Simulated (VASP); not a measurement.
A run of VASP 6.6.1:

File INCAR:

```
SYSTEM = InP3
ALGO = Normal
EDIFF = 1E-7
ENCUT = 520
GGA = PS
ISIF = 2
ISMEAR = 0
LASPH = .True.
LCHARG = .False.
LREAL = .False.
LWAVE = .False.
NBANDS = 38
NELM = 80
PREC = Accurate
SIGMA = 0.15
```

File KPOINTS:

```
k-points
0
Gamma
  6 6 6
  0 0 0
```

File POSCAR:

```
InP3
1.0
    3.7149867798      2.1448486173      3.5417263837
   -3.7149867798      2.1448486173      3.5417263837
    0.0000000000     -4.2896972347      3.5417263837
In P
2 6
Direct
    0.2732789115      0.2732789115      0.2732789115
    0.7267210885      0.7267210885      0.7267210885
    0.7947108827      0.2411926280      0.7947108827
    0.7947108827      0.7947108827      0.2411926280
    0.2411926280      0.7947108827      0.7947108827
    0.2052891173      0.7588073720      0.2052891173
    0.7588073720      0.2052891173      0.2052891173
    0.2052891173      0.2052891173      0.7588073720
```

Potentials or basis: VASP PAW PBE potentials, release 64 (In_d, P).

Run with:

```console
$ cat potpaw_PBE.64/In_d/POTCAR potpaw_PBE.64/P/POTCAR > POTCAR
$ mpirun -np 1 vasp_std > vasp.out
```

Hardware: 1 thread of AMD EPYC 9R45 96-Core Processor (Zen 5) (shared host).

Problem. Estimate the wall time of this run.

Solution. It took 2.2 min on 1 thread of AMD EPYC 9R45 96-Core Processor (Zen 5), with other jobs on the host, peak memory 0.32 GiB. Counts: scf iterations 16, k points 32.
